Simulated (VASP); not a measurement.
Wanted: the native input for a VASP 6.6.1 run.

```yaml
Task: relaxation of cell and atoms
Functional: PBE
Potentials_or_basis: VASP PAW PBE potentials, release 64 (B, Ru_pv)
Cutoff: 600 eV
k_mesh: 6 × 6 × 4
Occupations: gaussian, width 0.1 eV
Spin: no spin polarisation
Dipole_correction: no
Further_INCAR_settings: ALGO = Normal; EDIFF = 1e-06; IBRION = 2; EDIFFG = -0.04; NSW = 90; ISIF = 3
```

The structure of B4Ru lies in POSCAR:

```
B4Ru
1.0
    2.9672331100      0.0000000000      0.0000000000
   -1.4836165600      2.5696992600      0.0000000000
    0.0000000000      0.0000000000      5.5853599400
B Ru
4 1
Direct
    0.5000000000      0.0000000000      0.0000000000
    0.0000000000      0.5000000000      0.0000000000
    0.5000000000      0.5000000000      0.0000000000
    0.0000000000      0.0000000000      0.0000000000
    0.0000000000      0.0000000000      0.5000000000
```

One way to write it, as run:

INCAR

```
PREC = Accurate
ENCUT = 600
EDIFF = 1E-6
ISMEAR = 0
SIGMA = 0.1
LREAL = False
LASPH = True
NELM = 60
ALGO = Normal
ISIF = 3
LWAVE = False
LCHARG = False
GGA = PE
IBRION = 2
NSW = 90
EDIFFG = -0.04
```

KPOINTS

```
regular mesh
0
Gamma
  6 6 4
```

Potentials or basis: VASP PAW PBE potentials, release 64 (B, Ru_pv).

Launch:

```sh
$ cat potpaw_PBE.64/B/POTCAR potpaw_PBE.64/Ru_pv/POTCAR > POTCAR
$ mpirun -np 1 vasp_std > vasp.out
```

It gave:

```yaml
Relaxed_volume: 8.88 Å³/atom
Relaxed_cell: a = 3.528 Å, b = 3.528 Å, c = 4.120 Å, α = 90.00°, β = 90.00°, γ = 120.00°
Space_group_after_relaxing_to_0.05_Å: P6/mmm (No. 191)
Energy_gained_by_relaxing: 1315.6 meV/atom
Ionic_steps: 12
Pressure_after_relaxing: 0.1 GPa
Band_gap_on_the_k_mesh: zero (band 13 reaches 8.87 eV, above the bottom of band 14 at 7.86 eV)
```

Caveat: the k points lie up to 0.38 Å⁻¹ apart in the final cell.

It took 2.7 min on 1 thread of Intel(R) Xeon(R) Platinum 8488C (Sapphire Rapids) (shared host), peak memory 0.18 GiB.
